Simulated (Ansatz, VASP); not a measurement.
## One calculation of CuO, two programs

INCAR

```
PREC = Accurate
ENCUT = 520
EDIFF = 1E-6
ISMEAR = 0
SIGMA = 0.05
LREAL = F
LASPH = T
NELM = 100
ALGO = Normal
ISIF = 2
LWAVE = F
LCHARG = T
GGA = PE
LELF = T
LVHAR = T
NBANDS = 25
```

KPOINTS

```
Automatic mesh
0
Gamma
  10 10 6
```

File POSCAR:

```
CuO
1.0
    1.9909680000     -2.1535500000      0.0000000000
    1.9909680000      2.1535500000      0.0000000000
    0.0000000000      0.0000000000      5.1559280000
Cu O
2 2
Direct
    0.0000000000      0.5000000000      0.0000000000
    0.5000000000      0.0000000000      0.5000000000
    0.5000000000      0.5000000000      0.2500000000
    0.5000000000      0.5000000000      0.7500000000
```

Input for Ansatz:

```yaml
crystal:
  lattice:
    - [1.990968, -2.15355, 0.0]
    - [1.990968, 2.15355, 0.0]
    - [0.0, 0.0, 5.155928]
  atoms:
    - { symbol: Cu, position: [0.0, 0.5, 0.0] }
    - { symbol: Cu, position: [0.5, 0.0, 0.5] }
    - { symbol: O, position: [0.5, 0.5, 0.25] }
    - { symbol: O, position: [0.5, 0.5, 0.75] }
basis:
  ecutwfc: 420
  fft_grid_basis: typed
kpoints:
  mp_grid: { grid: [10, 10, 6] }
hamiltonian:
  xc: pbe
scf:
  occupations: { method: gaussian, width: 0.05 }
output:
  forces: true
  stress: true
  eigenvalues: true
  bader: true
  write_density: true
  volumetric_format: npy
```

Alike in both runs: task single point; functional PBE; k mesh 10 × 10 × 6; occupations gaussian, width 0.05 eV; no spin polarisation.

|  | VASP | Ansatz |
| --- | --- | --- |
| version | VASP 6.6.1 | Ansatz 0.2.0 |
| potentials or method | VASP PAW PBE potentials, release 64 (Cu, O), cutoff 520 eV | scalar-relativistic, plane waves, PAW |
| valence electrons in the cell | 34 | 50 |

VASP gave:

* gap on the k mesh at the Fermi level (eV): none
* pressure (GPa): 2.1
* traceless stress, the component that is largest in VASP (GPa): -0.59

Problem. Which values does Ansatz return?

Solution. gap on the k mesh at the Fermi level (eV): none; pressure (GPa): 1.4; traceless stress, the component that is largest in VASP (GPa): -0.54.

A gap of «none» marks a metal or a gap that the smearing closes. VASP's potentials hold 34 valence electrons a cell and Ansatz's 50, so a difference there can come from the potentials and not from the codes.
